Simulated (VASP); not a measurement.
InP (zincblende type): single point with LDA

InP (zincblende type):

```xyz
2
Lattice="0.0000 2.3872 2.3872 2.3872 0.0000 2.3872 2.3872 2.3872 0.0000" Properties=species:S:1:pos:R:3 pbc="T T T"
In    0.0000    0.0000    0.0000
P     1.1936    1.1936    1.1936
```

This cell differs from its parent crystal: volume scaled by 0.55.

```
Program                : VASP 6.6.1
Task                   : single point
Functional             : LDA
Potentials or basis    : VASP PAW LDA potentials, release 64 (In_d, P)
Cutoff                 : 500 eV
k mesh                 : 11 × 11 × 11
Occupations            : fermi-dirac, width 0.05 eV
Spin                   : no spin polarisation
Dipole correction      : no
Further INCAR settings : ALGO = Normal; EDIFF = 1e-06; NBANDS = 16
```

```
Pressure : 157.7 GPa
```

Levels at points of the mesh, in eV from the Fermi level:
| k point | band 7 | band 8 | band 9 | band 10 | band 11 | band 12 |
| --- | --- | --- | --- | --- | --- | --- |
| (0.00, 0.00, 0.00) | 0.03 | 0.03 | 0.03 | 2.81 | 2.89 | 2.89 |

It took 22 s on 1 thread of Intel(R) Xeon(R) Platinum 8375C CPU @ 2.90GHz (Ice Lake) (shared host), peak memory 0.15 GiB.

Caveat: spin-orbit coupling is left out, which moves the levels of the heavy elements.
